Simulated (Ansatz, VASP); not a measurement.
# One calculation of Si, two programs

File INCAR:

```
PREC = Accurate
ENCUT = 520
EDIFF = 1E-6
ISMEAR = 0
SIGMA = 0.15
LREAL = False
LASPH = True
NELM = 80
ALGO = Normal
ISIF = 2
LWAVE = False
LCHARG = True
LELF = True
LVHAR = True
NBANDS = 16
```

The input KPOINTS:

```
Automatic mesh
0
Gamma
  26 26 6
```

POSCAR

```
Si
1.0
   -2.6084914272      0.0000000000      0.0000000000
   -1.3042457136     -2.2590198415      0.0000000000
   -0.2608491427      0.0000000000      9.8830448238
Si
4
Direct
   -0.0875000000      0.0000000000      0.8750000000
   -0.0125000000      0.0000000000      0.1250000000
   -0.0375000000      0.0000000000      0.3750000000
   -0.0625000000      0.0000000000      0.6250000000
```

Input for Ansatz:

```yaml
crystal:
  lattice:
    - [-2.6084914272, 0.0, 0.0]
    - [-1.3042457136, -2.2590198415, 0.0]
    - [-0.2608491427, 0.0, 9.8830448238]
  atoms:
    - { symbol: Si, position: [-0.0875, 0.0, 0.875] }
    - { symbol: Si, position: [-0.0125, 0.0, 0.125] }
    - { symbol: Si, position: [-0.0375, 0.0, 0.375] }
    - { symbol: Si, position: [-0.0625, 0.0, 0.625] }
basis:
  ecutwfc: 420
kpoints:
  mp_grid: { grid: [26, 26, 6] }
hamiltonian:
  xc: lda
scf:
  occupations: { method: gaussian, width: 0.15 }
output:
  forces: true
  stress: true
  eigenvalues: true
```

Alike in both runs: task single point; functional LDA; k mesh 26 × 26 × 6; occupations gaussian, width 0.15 eV; no spin polarisation.

|  | VASP | Ansatz |
| --- | --- | --- |
| version | VASP 6.6.1 | Ansatz 0.2.0 |
| potentials or method | VASP PAW LDA potentials, release 64 (Si), cutoff 520 eV | scalar-relativistic, plane waves, PAW |
| valence electrons in the cell | 16 | 16 |

|  | VASP | Ansatz | Ansatz less VASP |
| --- | --- | --- | --- |
| gap on the k mesh at the Fermi level (eV) | none | none | - |
| pressure (GPa) | 0.0 | -0.1 | -0.09 |
| traceless stress, the component that is largest in VASP (GPa) | -2.27 | -2.28 | -0.014 |
| rms of the force components (eV/Å) | 0.056 | 0.056 | -0.0001 |

LDA's correlation is that of Perdew and Zunger in VASP and of Perdew and Wang (1992) in Ansatz. Atom by atom the forces differ by 0.000 eV/Å (rms over components). A gap of «none» marks a metal or a gap that the smearing closes.
